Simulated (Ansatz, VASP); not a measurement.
**KCl in VASP and in Ansatz**

Contents of INCAR:

```
SYSTEM = KCl
  ALGO = Normal
  EDIFF = 1E-6
  ENCUT = 520
  GGA = PS
  ISIF = 2
  ISMEAR = 0
  LASPH = .True.
  LCHARG = .False.
  LREAL = .False.
  LWAVE = .False.
  NBANDS = 15
  NELM = 60
  PREC = Accurate
  SIGMA = 0.01
```

The input KPOINTS:

```
k-points
0
Gamma
  8 8 8
  0 0 0
```

The input POSCAR:

```
KCl
1.0
    0.0000000000      3.1212780651      3.1212780651
    3.1212780651      0.0000000000      3.1212780651
    3.1212780651      3.1212780651      0.0000000000
K Cl
1 1
Direct
   -0.0016019079     -0.0016019079     -0.0016019079
    0.5000000000      0.5000000000      0.5000000000
```

Input for Ansatz:

```yaml
crystal:
  lattice:
    - [0.0, 3.12127806511, 3.12127806511]
    - [3.12127806511, 0.0, 3.12127806511]
    - [3.12127806511, 3.12127806511, 0.0]
  atoms:
    - { symbol: K, position: [-0.001601907903, -0.001601907903, -0.001601907903] }
    - { symbol: Cl, position: [0.5, 0.5, 0.5] }
kpoints:
  mp_grid: { grid: [8, 8, 8] }
scf:
  occupations: { method: fixed }
  convergence: { dr2_threshold: 1.0e-10 }
hamiltonian:
  xc: pbesol
  pseudopotentials: { kind: all_electron, lapw: { basis_error: 0.0005 } }
output:
  forces: true
  stress: true
  eigenstates:
    kpoints:
      - [0.0, 0.0, 0.0]
      - [-0.5, 0.0, -0.5]
      - [0.0, -0.5, -0.5]
      - [-0.5, -0.5, 0.0]
      - [-0.5, 0.0, 0.0]
      - [0.0, -0.5, 0.0]
      - [0.0, 0.0, -0.5]
      - [-0.5, -0.5, -0.5]
  eigenvalues: true
```

Change from the starting cell: atom 1 moved by [-0.01, -0.01, -0.01] A.

Alike in both runs: task single point; functional PBEsol; k mesh 8 × 8 × 8; no spin polarisation.

|  | VASP | Ansatz |
| --- | --- | --- |
| version | VASP 6.6.1 | Ansatz 0.2.0 |
| potentials or method | VASP PAW PBE potentials, release 64 (K_sv, Cl), cutoff 520 eV | all-electron LAPW, scalar-relativistic |
| occupations | gaussian, width 0.01 eV | fixed |

VASP gave:

```
gap on the k mesh at the Fermi level (eV) : 5.10
pressure (GPa)                            : 0.1
rms of the force components (eV/Å)        : 0.013
```

**Question.** What did Ansatz give for the same quantities?

**Answer.** gap on the k mesh at the Fermi level (eV): 5.10; pressure (GPa): 0.0; rms of the force components (eV/Å): 0.013.

VASP's potentials were made for PBE, not for PBEsol. Atom by atom the forces differ by 0.000 eV/Å (rms over components). Ansatz ran all-electron here, and VASP with PAW potentials.
